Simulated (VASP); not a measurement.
**H2C18O: single point with LDA**

H2C18O, a slab with vacuum:

```xyz
21
Lattice="7.3980 0.0000 0.0000 -3.6990 6.4069 0.0000 0.0000 0.0000 11.0000" Properties=species:S:1:pos:R:3 pbc="T T T"
C     0.0194    0.1004    0.8007
C     1.2536    0.8136    0.8017
C    -1.2252    2.2441    0.7999
C     0.0200    2.9636    0.8000
C    -2.4447    4.3862    0.8001
C    -1.2247    5.0894    0.7985
C     2.4744    0.1093    0.7991
C     3.7211    0.8286    0.7948
C     1.2547    2.2516    0.8007
C     2.4739    2.9553    0.7995
C     0.0214    4.3713    0.7980
C     1.2552    5.0844    0.7975
C     4.9544    0.1153    0.7960
C     6.1724    0.8194    0.7988
C     3.7194    2.2362    0.7979
C     4.9538    2.9481    0.7994
C     2.4737    4.3802    0.7993
C     3.7188    5.0992    0.8002
O     3.6049   -0.3198    3.7628
H     3.3788   -1.1757    4.1603
H     2.9614   -0.2046    3.0399
```

- Program: VASP 6.6.1
- Task: single point
- Functional: LDA
- Potentials or basis: VASP PAW LDA potentials, release 64 (C, O, H)
- Cutoff: 520 eV
- k mesh: 2 × 2 × 1
- Occupations: gaussian, width 0.02 eV
- Spin: no spin polarisation
- Dipole correction: no
- Further INCAR settings: LREAL = Auto; ALGO = Normal; EDIFF = 1e-06; NBANDS = 56

```json
{
 "Largest force": "0.214 eV/Å",
 "Band gap on the k mesh": "0.19 eV, direct"
}
```

Forces on the atoms (eV/Å):
```
C    0.004  0.004  0.004
C   -0.007 -0.002 -0.002
C    0.002  0.001  0.002
C    0.001 -0.003 -0.002
C   -0.005  0.001 -0.003
C   -0.002  0.003  0.002
C    0.002 -0.006  0.000
C    0.005 -0.004  0.001
C   -0.005  0.001 -0.003
C    0.007  0.005  0.003
C    0.000  0.003 -0.003
C   -0.003 -0.002 -0.003
C   -0.008 -0.004 -0.008
C    0.002  0.006 -0.002
C    0.004  0.014  0.004
C   -0.005  0.000  0.002
C    0.004 -0.005  0.005
C    0.010 -0.006  0.004
O    0.124  0.111  0.039
H   -0.019 -0.174  0.124
H   -0.111  0.056 -0.161
```

Levels at points of the mesh, in eV from the valence-band top:
```csv
k point,band 38,band 39,band 40,band 41,band 42,band 43
"(0.00, 0.00, 0.00)",-2.46,-0.02,0.00,0.19,0.22,3.20
"(0.50, 0.00, 0.00)",-2.52,-2.36,-2.24,1.73,2.56,2.57
"(0.00, 0.50, 0.00)",-2.53,-2.35,-2.25,1.72,2.54,2.56
"(0.50, 0.50, 0.00)",-2.54,-2.36,-2.23,1.73,2.53,2.57
```

It took 2.8 min on 1 thread of Intel(R) Xeon(R) Platinum 8488C (Sapphire Rapids), with other jobs on the host, peak memory 0.45 GiB.

Caveat: the k points lie up to 0.49 Å⁻¹ apart.
